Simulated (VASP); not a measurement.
# Al14CN16 (a cell with a defect) in VASP: single point with PBE

Aim: the single point of Al14CN16 (a cell with a defect) with PBE.

All numbers are computed with VASP 6.6.1; they aren't measurements. Logs are shortened: lines on timing, memory, paths and dates and some standing lists are left out, and cuts for length are marked.

## (1) The cell of the first run

The cell holds a defect, 31 atoms: a = 6.260 Å, b = 6.260 Å, c = 10.035 Å, α = 90.00°, β = 90.00°, γ = 120.00°.

## (2) Single point, PBE

File INCAR:

```
PREC = Accurate
ENCUT = 520
EDIFF = 1E-6
ISMEAR = -1
SIGMA = 0.01
LREAL = Auto
LASPH = True
NELM = 100
ALGO = Normal
ISIF = 2
LWAVE = False
LCHARG = True
GGA = PE
LELF = True
LVHAR = True
NELECT = 128.0
NBANDS = 84
```

File KPOINTS:

```
Automatic mesh
0
Gamma
  2 2 2
  0.5 0.5 0.5
```

File POSCAR:

```
Al14CN16
1.0
    6.2595139128      0.0000000578      0.0000000000
   -3.1297570064      5.4208980350      0.0000000000
    0.0000000000      0.0000000000     10.0348065929
C N Al
1 16 14
Direct
    0.3810373572      0.2473804982      0.2696050067
    0.3572849853      0.1822657437      0.3968436401
    0.2101063637      0.3097209257      0.1992548755
    0.3282160165      0.1502000077      0.9415846337
    0.1672249013      0.3328028446      0.7126232364
    0.3479675074      0.7044944349      0.4397034497
    0.1207273831      0.7371617744      0.1792781921
    0.3378245596      0.6691790972      0.9380790041
    0.1667307601      0.8403156091      0.6824240331
    0.8306143955      0.1714080154      0.4404423881
    0.6137456545      0.3159902295      0.1994763070
    0.8324691988      0.1746186997      0.9509693636
    0.6621709812      0.3333622938      0.6848622092
    0.8311850969      0.6771985119      0.4385645731
    0.6718818211      0.8344457456      0.1886104847
    0.8240996874      0.6610980920      0.9363500082
    0.6687041740      0.8394944087      0.6928199176
    0.3282391526      0.1688616887      0.7491053757
    0.1774055076      0.3318023044      0.9956302890
    0.3353836795      0.6611493329      0.2615020582
    0.1709195159      0.8488362288      0.4865567447
    0.3291265339      0.6639491886      0.7413023117
    0.1587437131      0.8142620618      1.0029076924
    0.8431567157      0.1611219214      0.2630956738
    0.6807459714      0.3394804084      0.4917256020
    0.8393097850      0.1759802184      0.7471748906
    0.6544028065      0.3292866533      1.0062543065
    0.8298893671      0.6663224018      0.2522206292
    0.6667093545      0.8496245528      0.4992115607
    0.8307356598      0.6698031849      0.7447062647
    0.6662304613      0.8348532101      0.9998997702
```

Potentials or basis: VASP PAW PBE potentials, release 64 (C, N, Al).

The run is started by

```sh
$ cat potpaw_PBE.64/C/POTCAR potpaw_PBE.64/N/POTCAR potpaw_PBE.64/Al/POTCAR > POTCAR
$ mpirun -np 1 vasp_std > vasp.out
```

OUTCAR:

```text
PREC = Accurate
   ENCUT = 520
   EDIFF = 1E-6
   ISMEAR = -1
   LREAL = Auto
   LASPH = True
   NELM = 100
   ISIF = 2
   GGA = PE
   NELECT = 128.0

 ion  position               nearest neighbor table
   1  0.381  0.247  0.270-   2 1.33  11 1.48   3 1.49
   2  0.357  0.182  0.397-   1 1.33  25 2.00  21 2.02
   3  0.210  0.310  0.199-   1 1.49  20 2.03  19 2.07  24 2.10
   4  0.328  0.150  0.942-  19 1.88  27 1.89  23 1.92  18 1.94
   5  0.167  0.333  0.713-  18 1.80  26 1.81  22 1.82
   6  0.348  0.704  0.440-  20 1.80  21 1.81  29 1.83
   7  0.121  0.737  0.179-  28 1.80  23 1.82  20 1.83
   8  0.338  0.669  0.938-  23 1.88  31 1.89  19 1.92  22 1.98
   9  0.167  0.840  0.682-  18 1.90  30 1.93  22 1.93  21 1.97
  10  0.831  0.171  0.440-  24 1.78  25 1.80  29 1.84
  11  0.614  0.316  0.199-   1 1.48  27 1.95  28 1.99  24 2.19
  12  0.832  0.175  0.951-  27 1.89  31 1.91  19 1.93  26 2.05
  13  0.662  0.333  0.685-  26 1.92  30 1.92  18 1.92  25 1.94
  14  0.831  0.677  0.439-  28 1.87  21 1.90  25 1.91  29 1.93
  15  0.672  0.834  0.189-  28 1.88  31 1.89  24 1.92  20 1.97
  16  0.824  0.661  0.936-  31 1.91  30 1.92  27 1.93  23 1.94
  17  0.669  0.839  0.693-  30 1.87  26 1.90  22 1.90  29 1.94
[... 6 lines left out ...]
  21  0.171  0.849  0.487-   6 1.81  14 1.90   9 1.97   2 2.02  20 2.96  28 2.99  29 3.10  25 3.13
                            25 3.13  18 3.15  29 3.16  22 3.16  30 3.18
  22  0.329  0.664  0.741-   5 1.82  17 1.90   9 1.93   8 1.98  29 3.04  26 3.06  18 3.10  30 3.12
                            19 3.12  30 3.14  23 3.15  21 3.16  18 3.16  31 3.17  26 3.20
  23  0.159  0.814  0.003-   7 1.82   8 1.88   4 1.92  16 1.94  28 3.07  19 3.08  27 3.10  31 3.11
                            30 3.14  22 3.15  31 3.15  20 3.15  27 3.17  19 3.18  18 3.19
  24  0.843  0.161  0.263-  10 1.78  15 1.92   3 2.10  11 2.19  29 2.91  25 2.95  28 3.06  20 3.11
                            20 3.15  31 3.18  28 3.21  27 3.22  19 3.24
  25  0.681  0.339  0.492-  10 1.80  14 1.91  13 1.94   2 2.00  24 2.95  28 2.99  29 3.02  26 3.10
                            30 3.11  21 3.13  21 3.13  18 3.21  29 3.24
  26  0.839  0.176  0.747-   5 1.81  17 1.90  13 1.92  12 2.05  29 3.05  22 3.06  18 3.08  19 3.10
                            25 3.10  30 3.12  31 3.14  30 3.14  18 3.18  27 3.18  22 3.20
  27  0.654  0.329  0.006-   4 1.89  12 1.89  16 1.93  11 1.95  19 3.00  28 3.07  23 3.10  18 3.13
                            31 3.13  31 3.13  23 3.17  26 3.18  30 3.21  24 3.22  19 3.27
  28  0.830  0.666  0.252-   7 1.80  14 1.87  15 1.88  11 1.99  25 2.99  21 2.99  24 3.06  27 3.07
                            23 3.07  20 3.08  31 3.11  29 3.11  20 3.18  24 3.21
  29  0.667  0.850  0.499-   6 1.83  10 1.84  14 1.93  17 1.94  24 2.91  20 2.99  25 3.02  22 3.04
                            26 3.05  30 3.09  21 3.10  28 3.11  21 3.16  25 3.24
  30  0.831  0.670  0.745-  17 1.87  13 1.92  16 1.92   9 1.93  29 3.09  25 3.11  26 3.12  18 3.12
                            22 3.12  31 3.12  22 3.14  18 3.14  26 3.14  23 3.14  21 3.18  27 3.21
  31  0.666  0.835  1.000-   8 1.89  15 1.89  12 1.91  16 1.91  19 3.11  28 3.11  23 3.11  30 3.12
                            27 3.13  27 3.13  26 3.14  23 3.15  19 3.16  22 3.17  20 3.18  24 3.18
[... 198 lines left out ...]
   EFERMI_NEDOS =   21; number of points for ismear=-14 and -15
   IALGO  =     38    algorithm
   IMIX   =      4    mixing-type and parameters
     AMIX     =   0.40;   BMIX     =  1.00
     AMIX_MAG =   1.60;   BMIX_MAG =  1.00
  volume/ion in A,a.u.               =      10.98        74.12
  Fermi-wavevector in a.u.,A,eV,Ry     =   1.181511  2.232733 18.993310  1.395969
  Thomas-Fermi vector in A             =   2.317783
   LORBIT       =      0    0 simple, 1 ext, 2 COOP (PROOUT), +10 PAW based schemes
   GGA     = PE    functional components
   LHFCALC =     F    Hartree Fock is set to
   AEXX    =    0.0000 exact exchange contribution
   IVDW    =     0    specifies the selected vdW correction
   LEPSILON=     F    determine dielectric tensor
   LRPA    =     F    only Hartree local field effects (RPA)
 non-spin polarized calculation
  energy-cutoff  :      520.00
  volume of cell :      340.50
 maximum number of plane-waves:      9165
 NGX is ok and might be reduce to    48
   NGX = 23   NGY = 23   NGZ = 37

 number of electron     128.0000003 magnetization

 Free energy of the ion-electron system (eV)
  ---------------------------------------------------
  ext. energy  EPLUGINS =         0.00000000
  ---------------------------------------------------
  free energy    TOTEN  =      -214.48787687 eV

  energy without entropy =     -214.48787687  energy(sigma->0) =     -214.48787687

 E-fermi :   7.0370     XC(G=0): -10.6483

 val. band max:        6.8132488178   @ k =   0.2500  -0.2500   0.2500
 cond. band min:       8.6462306059   @ k =   0.0000   0.2500   0.2500
 fundamental gap:      1.8329817880
 Fermi energy:         7.0370020730

 k-point     1 :       0.2500    0.2500    0.2500
  band No.  band energies     occupation
      1     -12.4069      2.00000
      2      -9.4026      2.00000
      3      -9.1904      2.00000
      4      -9.0660      2.00000
      5      -8.6841      2.00000
      6      -8.6033      2.00000
[... 937 lines left out ...]
     75      11.7316      0.00000
     76      11.8287      0.00000
 [bands above 76 left out]

------------------------ aborting loop because EDIFF is reached ----------------------------------------

  FORCE on cell =-STRESS in cart. coord.  units (eV):
  Direction    XX          YY          ZZ          XY          YZ          ZX
  --------------------------------------------------------------------------------------
  -------------------------------------------------------------------------------------
  Total       13.0767122     17.2380528     11.8911093     -0.0853269      4.4444407     -2.1882509
  in kB       61.5301950     81.1106596     55.9515468     -0.4014910     20.9125429    -10.2964339
  external PRESSURE =      66.1974671 kB  Pullay stress =       0.0000000 kB

 VOLUME and BASIS-vectors are now :
 -----------------------------------------------------------------------------
  energy-cutoff  :      520.00
  volume of cell :      340.50
      direct lattice vectors                 reciprocal lattice vectors
     6.259513913  0.000000058  0.000000000     0.159756813  0.092235641  0.000000000
    -3.129757006  5.420898035  0.000000000    -0.000000002  0.184471279  0.000000000
     0.000000000  0.000000000 10.034806593     0.000000000  0.000000000  0.099653141

 POSITION                                       TOTAL-FORCE (eV/Angst)
 -----------------------------------------------------------------------------------
      1.61087      1.34102      2.70543        -0.146795      0.162279      0.067150
      1.66598      0.98804      3.98225         0.123152     -0.136329     -0.266521
      0.34581      1.67897      1.99948         0.166027     -0.154221      0.191028
      1.58438      0.81422      9.44862         0.230170     -0.083184      0.117240
      0.00515      1.80409      7.15104        -0.220115      0.138963      0.289724
     -0.02679      3.81899      4.41234         0.102248      0.069367      0.038108
[... 23 lines left out ...]
      3.10368      3.63093      7.47298         0.140049     -0.065685     -0.072779
      1.55739      4.52565     10.03380        -0.119123      0.076545     -0.089233
 -----------------------------------------------------------------------------------
    total drift:                               -0.005010     -0.000657      0.005931

  FREE ENERGIE OF THE ION-ELECTRON SYSTEM (eV)
  ---------------------------------------------------
  free  energy   TOTEN  =      -214.4878768695 eV

  energy  without entropy=     -214.4878768695  energy(sigma->0) =     -214.48787687
```

Wall time 13 min (1 thread of Intel Xeon Platinum 8175M at 2.50GHz (Skylake/Cascade Lake), shared host); peak memory 0.55 GiB.

What came out:

* Free energy: -214.4879 eV
* Largest force: 0.498 eV/Å

Forces in eV/Å, atoms in the order of the input:
```
C   -0.147  0.162  0.067
N    0.123 -0.136 -0.267
N    0.166 -0.154  0.191
N    0.230 -0.083  0.117
N   -0.220  0.139  0.290
N    0.102  0.069  0.038
N    0.113 -0.128 -0.012
N    0.216 -0.117 -0.037
N   -0.158  0.075  0.095
N    0.036 -0.192  0.040
N   -0.306  0.345  0.188
N    0.133 -0.111  0.085
N   -0.152  0.085  0.117
N    0.119 -0.006  0.222
N   -0.181  0.151  0.025
N    0.114 -0.068  0.001
N   -0.186  0.136 -0.094
Al   0.119 -0.086 -0.039
Al  -0.136  0.054 -0.138
Al   0.067  0.070 -0.092
Al  -0.025  0.008  0.028
Al   0.114 -0.079 -0.054
Al  -0.093  0.069 -0.141
Al   0.055 -0.068 -0.088
Al  -0.061  0.027 -0.007
Al   0.137 -0.078 -0.080
Al  -0.089  0.033 -0.149
Al  -0.002 -0.197 -0.128
Al  -0.110  0.069 -0.019
Al   0.140 -0.066 -0.073
Al  -0.119  0.077 -0.089
```

Levels at points of the mesh, in eV from the Fermi level:
```
           k point  band 61  band 62  band 63  band 64  band 65  band 66  band 67  band 68
(0.25, 0.25, 0.25)    -1.78    -1.45    -1.09    -0.70     1.76     3.02     3.70     3.88
```

Caveat: the k points lie up to 0.58 Å⁻¹ apart; the cell carries a net charge on a neutralising background, which shifts energy and pressure; the cell is charged against a uniform background, so pressure and absolute levels hang on convention.
